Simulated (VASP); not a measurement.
A run of VASP 6.6.1:

The input INCAR:

```
  PREC = Accurate
  ENCUT = 520
  EDIFF = 1E-6
  ISMEAR = -1
  SIGMA = 0.05
  LREAL = Auto
  LASPH = T
  NELM = 80
  ALGO = Normal
  ISIF = 2
  LWAVE = F
  LCHARG = F
  GGA = PS
  NBANDS = 76
```

Contents of KPOINTS:

```
Automatic mesh
0
Gamma
  1 1 1
```

File POSCAR:

```
H12C5O3
1.0
    8.1932130000      0.0000000000      0.0000000000
    0.0000000000      8.1932130000      0.0000000000
    0.0000000000      0.0000000000      8.1932130000
C H O
10 24 6
Direct
    0.8925802368      1.0607682237      0.8255003257
    0.9151843117      0.8770185762      0.8377787810
    0.3697938770      1.0058813313      0.8737597814
    0.4476143852      0.8762130314      0.7606905862
    0.8639223709      0.4344693590      0.3566854664
    0.3683292501      0.4002947317      0.0738660157
    0.5415335840      0.2350848196      0.5161223076
    0.0638211163      0.8280756280      0.3154073988
    0.4994743820      0.7844297469      0.2017157372
    0.8680843523      0.4569757920      0.8628116955
    0.8938251697      1.1039381010      0.7069876006
    0.7658656012      1.0857523172      0.8545975797
    0.9846076258      1.1221605004      0.9048464870
    0.9044315093      0.8189949413      0.9655064503
    0.8184823219      0.7992957098      0.7588720078
    1.0255195367      0.8225832772      0.7920336015
    0.3227793541      1.1013017726      0.7925828366
    0.2775956148      0.9437689463      0.9445622859
    0.4628342996      1.0627698804      0.9449650583
    0.4768947176      0.7613496683      0.8333238743
    0.3590288694      0.8297233332      0.6758154585
    0.5538730654      0.9217995431      0.6815152981
    0.9107416102      0.3389756863      0.2729820401
    0.9417917000      0.4790184266      0.4570612286
    0.4367151202      0.3589800485      0.1843965243
    0.4551083928      0.4452221613     -0.0157081233
    0.4319672880      0.2387830025      0.6003993793
    0.6466083574      0.3088776039      0.5501748826
    0.0650050231      0.9518732151      0.2648045401
    0.0579137879      0.7322768247      0.2108330395
    0.6232231482      0.7271262202      0.1957351774
    0.4824114789      0.9246555655      0.2224035919
    0.9667635884      0.3800340599      0.8128557136
    0.9082639497      0.5742313791      0.9162705766
    0.7350352054      0.5109106769      0.3384630669
    0.2270781926      0.3708801419      0.0526045155
    0.5631612409      0.1466945873      0.3977194295
    0.0703875268      0.7987098590      0.4576470794
    0.3832806495      0.6969671117      0.2032047745
    0.7230496754      0.4173210192      0.8557204603
```

Potentials or basis: VASP PAW PBE potentials, release 64 (C, H, O).

The run is started by

```sh
$ cat potpaw_PBE.64/C/POTCAR potpaw_PBE.64/H/POTCAR potpaw_PBE.64/O/POTCAR > POTCAR
$ mpirun -np 1 vasp_gam > vasp.out
```

Hardware: 1 thread of Intel(R) Xeon(R) 6975P-C (Granite Rapids) (shared host).

Estimate the wall time of this run.

Wall time 41 s on 1 thread of Intel(R) Xeon(R) 6975P-C (Granite Rapids), with other jobs on the host, peak memory 0.52 GiB. Counts: scf iterations 17, k points 1.
